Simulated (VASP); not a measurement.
Set up this calculation in VASP 6.6.1, as the native input.

- Task: single point
- Functional: PBEsol
- Potentials or basis: VASP PAW PBE potentials, release 64 (Ta_pv, N)
- Cutoff: 520 eV
- k mesh: 15 × 15 × 9
- Occupations: fermi-dirac, width 0.02 eV
- Spin: no spin polarisation
- Dipole correction: no
- Further INCAR settings: ALGO = Normal; EDIFF = 1e-06; NBANDS = 20

The structure of Ta2N lies in POSCAR:

```
Ta2N
1.0
    3.0814163106      0.0000000000      0.0000000000
   -1.5407081553      2.6685848045      0.0000000000
    0.0000000000      0.0000000000      4.8206473235
Ta N
2 1
Direct
    0.3333333333      0.6666666667      0.2547110000
    0.6666666667      0.3333333333      0.7452890000
    0.0000000000      0.0000000000      0.0000000000
```

These files were run (other wordings do the same):

INCAR

```
ALGO     = Normal         # electronic algorithm
EDIFF    = 1E-6           # SCF threshold, eV
ENCUT    = 520            # plane-wave cutoff, eV
GGA      = PS             # functional
ISIF     = 2              # what is computed and relaxed
ISMEAR   = -1             # smearing method
LASPH    = True           # aspherical terms in the spheres
LCHARG   = False          # write CHGCAR
LREAL    = False          # projectors in reciprocal space
LWAVE    = False          # write WAVECAR
NBANDS   = 20             # bands
NELM     = 60             # most SCF steps
PREC     = Accurate       # precision mode
SIGMA    = 0.02           # smearing width, eV
```

KPOINTS

```
k-points
0
Gamma
  15 15 9
```

Potentials or basis: VASP PAW PBE potentials, release 64 (Ta_pv, N).

Run with:

```sh
$ cat potpaw_PBE.64/Ta_pv/POTCAR potpaw_PBE.64/N/POTCAR > POTCAR
$ mpirun -np 1 vasp_std > vasp.out
```

Results of the run:

```json
{"Pressure": "-0.1 GPa", "Largest force": "0.082 eV/Å", "Band gap on the k mesh": "zero (an odd number of electrons rules out a gap without spin polarisation)"}
```

Caveat: the PAW data sets were made with another functional, which shifts forces and pressure a little; spin-orbit coupling is left out, which moves the levels of the heavy elements.

Wall time 2.7 min on 1 thread of Intel Xeon 8259CL, on a shared host, peak memory 0.27 GiB.
